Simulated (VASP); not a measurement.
Write the native input for VASP 6.6.1 that does the following.

```
Task                   : single point
Functional             : PBE
Potentials or basis    : VASP PAW PBE potentials, release 64 (Cu, H)
Cutoff                 : 520 eV
k mesh                 : 5 × 5 × 1
Occupations            : gaussian, width 0.1 eV
Spin                   : no spin polarisation
Dipole correction      : yes
Further INCAR settings : ALGO = Fast; EDIFF = 1e-06; NBANDS = 80
```

The structure of Cu6H lies in POSCAR:

```
Cu6H
1.0
    5.1332392722      0.0000000000      0.0000000000
    0.0000000000      5.1332392722      0.0000000000
    0.0000000000      0.0000000000     21.5289058579
Cu H
12 2
Direct
    0.2500000000      0.2500000000      0.1857967157
    0.2500000000      0.7500000000      0.1857967157
    0.7500000000      0.2500000000      0.1857967157
    0.7500000000      0.7500000000      0.1857967157
    0.0000000000      0.0000000000      0.2677566944
    0.0000000000      0.5000000000      0.2677566944
    0.5000000000      0.0000000000      0.2677566944
    0.5000000000      0.5000000000      0.2677566944
    0.2500000000      0.2500000000      0.3497114952
    0.2500000000      0.7500000000      0.3497114952
    0.7500000000      0.2500000000      0.3497114952
    0.7500000000      0.7500000000      0.3497114952
    0.1349654246      1.0000000000      0.4890590320
    0.3650345754      1.0000000000      0.4890590320
```

These files were run (other wordings do the same):

INCAR

```
ALGO = Fast
DIPOL = 0.5 0.5 0.299
EDIFF = 1E-6
ENCUT = 520
GGA = PE
IDIPOL = 3
ISIF = 2
ISMEAR = 0
LASPH = T
LCHARG = T
LDIPOL = T
LELF = T
LREAL = F
LVACPOTAV = T
LVHAR = T
LWAVE = F
NBANDS = 80
NELM = 100
PREC = Accurate
SIGMA = 0.1
```

KPOINTS

```
k-points
0
Gamma
  5 5 1
```

Potentials or basis: VASP PAW PBE potentials, release 64 (Cu, H).

The run is started by

```bash
$ cat potpaw_PBE.64/Cu/POTCAR potpaw_PBE.64/H/POTCAR > POTCAR
$ mpirun -np 1 vasp_std > vasp.out
```

Results of the run:

```yaml
Largest_force: 4.571 eV/Å
Band_gap_on_the_k_mesh: zero (bands 67 and 68 overlap by 1.14 eV)
```

It took 18 min on 1 thread of Oxide Virtual Turin-like Processor, on a shared host, peak memory 0.69 GiB.
